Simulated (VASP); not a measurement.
# KTaO3 (P4/mmm) in VASP: notebook

KTaO3 is run at these levels: PBE; tasks: single point.

Everything below comes from runs of VASP 6.6.1. Logs are shortened: lines on timing, memory, paths and dates and some standing lists are left out, and cuts for length are marked.

## (1) The cell of the first run

The structure is tetragonal, space group P4/mmm (No. 123). The conventional cell has a = 4.333 Å, b = 4.333 Å, c = 3.379 Å, α = 90.00°, β = 90.00°, γ = 90.00°. Within 3.6 Å of K (site symmetry 4/mmm) lie 12 O at 2.75 to 3.06 Å and 2 K at 3.38 Å and 8 Ta at 3.50 Å. Ta (site symmetry 4/mmm) has 6 O at 1.69 to 2.17 Å within 2.2 Å. O (site symmetry mmm) has 2 Ta at 2.17 Å and 4 K at 2.75 Å and 4 O at 2.75 Å within 2.9 Å. Within 2.2 Å of O (site symmetry 4/mmm) lie 2 Ta at 1.69 Å.

## (2) Single point, PBE

File INCAR:

```
SYSTEM = KTaO3
PREC = Accurate ; ENCUT = 520
EDIFF = 1E-6 ; ISMEAR = 0
SIGMA = 0.05 ; LREAL = .False.
LASPH = .True. ; NELM = 80
ALGO = Normal ; ISIF = 2
LWAVE = .False. ; LCHARG = .False.
GGA = PE ; NBANDS = 27
```

File KPOINTS:

```
Automatic mesh
0
Gamma
  8 8 8
  0 0 0
```

File POSCAR:

```
KTaO3
1.0
    4.3326767065      0.0000000000      0.0000000000
    0.0000000000      4.3326767065      0.0000000000
    0.0000000000      0.0000000000      3.3794878311
K Ta O
1 1 3
Direct
    0.5000000000      0.5000000000      0.5000000000
    0.0000000000      0.0000000000      0.0000000000
    0.5000000000      0.0000000000      0.0000000000
    0.0000000000      0.5000000000      0.0000000000
    0.0000000000      0.0000000000      0.5000000000
```

Potentials or basis: VASP PAW PBE potentials, release 64 (K_sv, Ta_pv, O).

Run with:

```sh
> cat potpaw_PBE.64/K_sv/POTCAR potpaw_PBE.64/Ta_pv/POTCAR potpaw_PBE.64/O/POTCAR > POTCAR
> mpirun -np 1 vasp_std > vasp.out
```

OUTCAR:

```text
SYSTEM = KTaO3
   PREC = Accurate
   ENCUT = 520
   EDIFF = 1E-6
   ISMEAR = 0
   LREAL = .False.
   LASPH = .True.
   NELM = 80
   ISIF = 2
   GGA = PE

 ion  position               nearest neighbor table
   1  0.500  0.500  0.500-   3 2.75   4 2.75   3 2.75   4 2.75   3 2.75   3 2.75   4 2.75   4 2.75
                             2 3.50   2 3.50   2 3.50   2 3.50   2 3.50   2 3.50   2 3.50   2 3.50
   2  0.000  0.000  0.000-   5 1.69   5 1.69   3 2.17   4 2.17   4 2.17   3 2.17   1 3.50   1 3.50
                             1 3.50   1 3.50   1 3.50   1 3.50   1 3.50   1 3.50
   3  0.500  0.000  0.000-   2 2.17   2 2.17   1 2.75   1 2.75   1 2.75   1 2.75
   4  0.000  0.500  0.000-   2 2.17   2 2.17   1 2.75   1 2.75   1 2.75   1 2.75
   5  0.000  0.000  0.500-   2 1.69   2 1.69

  LATTYP: Found a simple tetragonal cell.
 ALAT       =     4.3326767065
 C/A-ratio  =     0.7800000000

  Lattice vectors:

 A1 = (   4.3326767065,   0.0000000000,   0.0000000000)
 A2 = (   0.0000000000,   4.3326767065,   0.0000000000)
 A3 = (   0.0000000000,   0.0000000000,   3.3794878311)

Analysis of symmetry for initial positions (statically):
=====================================================================
 Subroutine PRICEL returns:
 Original cell was already a primitive cell.

 Routine SETGRP: Setting up the symmetry group for a
 simple tetragonal supercell.

 Subroutine GETGRP returns: Found 16 space group operations
 (whereof 16 operations were pure point group operations)
 out of a pool of 16 trial point group operations.

The static configuration has the point symmetry D_4h.

Analysis of symmetry for dynamics (positions and initial velocities):
=====================================================================
 Subroutine PRICEL returns:
 Original cell was already a primitive cell.

 Routine SETGRP: Setting up the symmetry group for a
 simple tetragonal supercell.

 Subroutine GETGRP returns: Found 16 space group operations
 (whereof 16 operations were pure point group operations)
 out of a pool of 16 trial point group operations.

The dynamic configuration has the point symmetry D_4h.

 Subroutine INISYM returns: Found 16 space group operations
 (whereof 16 operations are pure point group operations),
 and found     1 'primitive' translations

----------------------------------------------------------------------------------------

                                     Primitive cell

  volume of cell :      63.4400

  direct lattice vectors                    reciprocal lattice vectors
     4.332676707  0.000000000  0.000000000     0.230804204  0.000000000  0.000000000
     0.000000000  4.332676707  0.000000000     0.000000000  0.230804204  0.000000000
     0.000000000  0.000000000  3.379487831     0.000000000  0.000000000  0.295902826

  length of vectors
     4.332676707  4.332676707  3.379487831     0.230804204  0.230804204  0.295902826

  position of ions in fractional coordinates (direct lattice)
     0.500000000  0.500000000  0.500000000
     0.000000000  0.000000000  0.000000000
     0.500000000  0.000000000  0.000000000
     0.000000000  0.500000000  0.000000000
     0.000000000  0.000000000  0.500000000

  ion indices of the primitive-cell ions
   primitive index   ion index
                 1           1
                 2           2
                 3           3
                 4           4
                 5           5

----------------------------------------------------------------------------------------

 KPOINTS: Automatic mesh

Automatic generation of k-mesh.
 Grid dimensions read from file:
 generate k-points for:    8    8    8

 Generating k-lattice:

  Cartesian coordinates                     Fractional coordinates (reciprocal lattice)
     0.028850526  0.000000000  0.000000000     0.125000000  0.000000000  0.000000000
     0.000000000  0.028850526  0.000000000     0.000000000  0.125000000  0.000000000
     0.000000000  0.000000000  0.036987853     0.000000000  0.000000000  0.125000000

  Length of vectors
     0.028850526  0.028850526  0.036987853

  Shift w.r.t. Gamma in fractional coordinates (k-lattice)
     0.000000000  0.000000000  0.000000000

 Subroutine IBZKPT returns following result:
 ===========================================

 Found     75 irreducible k-points:

 Following reciprocal coordinates:
            Coordinates               Weight
  0.000000  0.000000  0.000000      1.000000
  0.125000  0.000000  0.000000      4.000000
  0.250000  0.000000  0.000000      4.000000
  0.375000  0.000000  0.000000      4.000000
  0.500000  0.000000  0.000000      2.000000
  0.125000  0.125000  0.000000      4.000000
[... 16 lines left out ...]
  0.375000  0.125000  0.125000     16.000000
  0.500000  0.125000  0.125000      8.000000
 [... further k-points ...]
   k-points           NKPTS =     75   k-points in BZ     NKDIM =     75   number of bands    NBANDS=     27
   number of dos      NEDOS =    301   number of ions     NIONS =      5
   total plane-waves  NPLWV =  28672
   dimension x,y,z NGX =    32 NGY =   32 NGZ =   28
   dimension x,y,z NGXF=    64 NGYF=   64 NGZF=   56
   ions per type =               1   1   3
   NGX,Y,Z   is equivalent  to a cutoff of  12.28, 12.28, 13.77 a.u.
   NGXF,Y,Z  is equivalent  to a cutoff of  24.56, 24.56, 27.55 a.u.
 SYSTEM =  KTaO3
   PREC   = accura    normal or accurate (medium, high low for compatibility)
   ISTART =      0    job   : 0-new  1-cont  2-samecut
   ICHARG =      2    charge: 1-file 2-atom 10-const
   ISPIN  =      1    spin polarized calculation?
   LNONCOLLINEAR =      F non collinear calculations
   LSORBIT =      F    spin-orbit coupling
   LASPH  =      T    aspherical Exc in radial PAW
   ENCUT  =  520.0 eV  38.22 Ry    6.18 a.u.   8.06  8.06  6.28*2*pi/ulx,y,z
   NELM   =     80;   NELMIN=  2; NELMDL= -5     # of ELM steps
   EDIFF  = 0.1E-05   stopping-criterion for ELM
   LREAL  =      F    real-space projection
   EDIFFG = 0.1E-04   stopping-criterion for IOM
   NSW    =      0    number of steps for IOM
   IBRION =     -1    ionic relax: 0-MD 1-quasi-New 2-CG
   NFREE  =      0    steps in history (QN), initial steepest desc. (CG)
   ISIF   =      2    stress and relaxation
   ISYM   =      2    0-nonsym 1-usesym 2-fastsym
   POTIM  = 0.5000    time-step for ionic-motion
   TEBEG  =    0.0;   TEEND  =   0.0 temperature during run
   PSTRESS=    0.0 pullay stress
   NELECT =      38.0000    total number of electrons
   NUPDOWN=      -1.0000    fix difference up-down
   EMIN   =  10.00;   EMAX   =-10.00  energy-range for DOS
   EFERMI =   0.00;   METHOD = LEGACY
   ISMEAR =     0;   SIGMA  =   0.05  broadening in eV -4-tet -1-fermi 0-gaus
   EFERMI_NEDOS =   21; number of points for ismear=-14 and -15
   IALGO  =     38    algorithm
   IMIX   =      4    mixing-type and parameters
     AMIX     =   0.40;   BMIX     =  1.00
     AMIX_MAG =   1.60;   BMIX_MAG =  1.00
  volume/ion in A,a.u.               =      12.69        85.62
  Fermi-wavevector in a.u.,A,eV,Ry     =   1.380008  2.607837 25.911228  1.904422
  Thomas-Fermi vector in A             =   2.504925
   LORBIT       =      0    0 simple, 1 ext, 2 COOP (PROOUT), +10 PAW based schemes
   GGA     = PE    functional components
   LHFCALC =     F    Hartree Fock is set to
   AEXX    =    0.0000 exact exchange contribution
   IVDW    =     0    specifies the selected vdW correction
   LEPSILON=     F    determine dielectric tensor
   LRPA    =     F    only Hartree local field effects (RPA)
 non-spin polarized calculation
 Gauss-broadening in eV      SIGMA  =   0.05
  energy-cutoff  :      520.00
  volume of cell :       63.44
 maximum number of plane-waves:      1736
   NGX = 17   NGY = 17   NGZ = 13

 number of electron      37.9999991 magnetization

 Free energy of the ion-electron system (eV)
  ---------------------------------------------------
  ext. energy  EPLUGINS =         0.00000000
  ---------------------------------------------------
  free energy    TOTEN  =       -36.83054367 eV

  energy without entropy =      -36.83054367  energy(sigma->0) =      -36.83054367

 E-fermi :   2.1665     XC(G=0): -10.8563

 val. band max:        1.9645212747   @ k =   0.5000   0.5000   0.5000
 cond. band min:       3.6000732415   @ k =   0.0000   0.0000   0.0000
 fundamental gap:      1.6355519669
 Fermi energy:         2.1665035257

 k-point     1 :       0.0000    0.0000    0.0000
  band No.  band energies     occupation
      1     -33.1286      2.00000
      2     -32.2084      2.00000
      3     -32.2084      2.00000
      4     -25.4210      2.00000
      5     -18.3016      2.00000
      6     -14.4008      2.00000
[... 19 lines left out ...]
     26      10.8943      0.00000
     27      11.4866      0.00000

 k-point     2 :       0.1250    0.0000    0.0000
  band No.  band energies     occupation
      1     -33.1285      2.00000
      2     -32.2129      2.00000
      3     -32.2082      2.00000
      4     -25.4185      2.00000
      5     -18.3020      2.00000
      6     -14.3712      2.00000
[... 19 lines left out ...]
     26      11.0273      0.00000
     27      11.6457      0.00000

 k-point     3 :       0.2500    0.0000    0.0000
  band No.  band energies     occupation
      1     -33.1282      2.00000
      2     -32.2237      2.00000
      3     -32.2078      2.00000
      4     -25.4126      2.00000
      5     -18.3031      2.00000
      6     -14.3491      2.00000
[... 19 lines left out ...]
     26      11.3131      0.00000
     27      12.1457      0.00000

 k-point     4 :       0.3750    0.0000    0.0000
  band No.  band energies     occupation
      1     -33.1279      2.00000
      2     -32.2344      2.00000
      3     -32.2075      2.00000
      4     -25.4066      2.00000
      5     -18.3043      2.00000
      6     -14.3672      2.00000
[... 19 lines left out ...]
     26      11.4890      0.00000
     27      11.9770      0.00000
[... 516 lines left out ...]
      4     -25.3982      2.00000
      5     -17.8419      2.00000
      6     -14.2732      2.00000
[... 19 lines left out ...]
     26      11.7019      0.00000
     27      12.2539      0.00000

 k-point    23 :       0.3750    0.1250    0.1250
  band No.  band energies     occupation
      1     -33.2202      2.00000
      2     -32.2289      2.00000
      3     -32.2067      2.00000
      4     -25.3933      2.00000
      5     -17.8416      2.00000
      6     -14.2700      2.00000
[... 19 lines left out ...]
     26      11.7338      0.00000
     27      12.0508      0.00000

 k-point    24 :       0.5000    0.1250    0.1250
  band No.  band energies     occupation
      1     -33.2201      2.00000
      2     -32.2333      2.00000
      3     -32.2066      2.00000
      4     -25.3912      2.00000
      5     -17.8415      2.00000
      6     -14.2766      2.00000
[... 19 lines left out ...]
     26      11.3372      0.00000
     27      11.9917      0.00000

 [... further k-points ...]

------------------------ aborting loop because EDIFF is reached ----------------------------------------

  FORCE on cell =-STRESS in cart. coord.  units (eV):
  Direction    XX          YY          ZZ          XY          YZ          ZX
  --------------------------------------------------------------------------------------
  -------------------------------------------------------------------------------------
  Total       -6.5616969     -6.5616969     52.5796086      0.0000000     -0.0000000      0.0000000
  in kB     -165.7155610   -165.7155610   1327.8972644      0.0000000     -0.0000000      0.0000000
  external PRESSURE =     332.1553808 kB  Pullay stress =       0.0000000 kB

 VOLUME and BASIS-vectors are now :
 -----------------------------------------------------------------------------
  energy-cutoff  :      520.00
  volume of cell :       63.44
      direct lattice vectors                 reciprocal lattice vectors
     4.332676707  0.000000000  0.000000000     0.230804204  0.000000000  0.000000000
     0.000000000  4.332676707  0.000000000     0.000000000  0.230804204  0.000000000
     0.000000000  0.000000000  3.379487831     0.000000000  0.000000000  0.295902826

 POSITION                                       TOTAL-FORCE (eV/Angst)
 -----------------------------------------------------------------------------------
      2.16634      2.16634      1.68974         0.000000      0.000000      0.000000
      0.00000      0.00000      0.00000         0.000000      0.000000      0.000000
      2.16634      0.00000      0.00000         0.000000      0.000000      0.000000
      0.00000      2.16634      0.00000         0.000000      0.000000      0.000000
      0.00000      0.00000      1.68974         0.000000      0.000000      0.000000
 -----------------------------------------------------------------------------------
    total drift:                                0.000000      0.000000     -0.000000

  FREE ENERGIE OF THE ION-ELECTRON SYSTEM (eV)
  ---------------------------------------------------
  free  energy   TOTEN  =       -36.8305436686 eV

  energy  without entropy=      -36.8305436686  energy(sigma->0) =      -36.83054367
```

Run time: 96 s. Hardware: 1 thread of AMD EPYC 7R13, shared host; peak memory 0.23 GiB.

Results:

* Free energy: -36.8305 eV
* Pressure: 33.2 GPa
* Band gap on the k mesh: 1.64 eV (least direct gap 1.70 eV)

Caveat: the stress differs along the axes, from -17 to 133 GPa; spin-orbit coupling is left out, which moves the levels of the heavy elements.

[end of part 1 of 2]
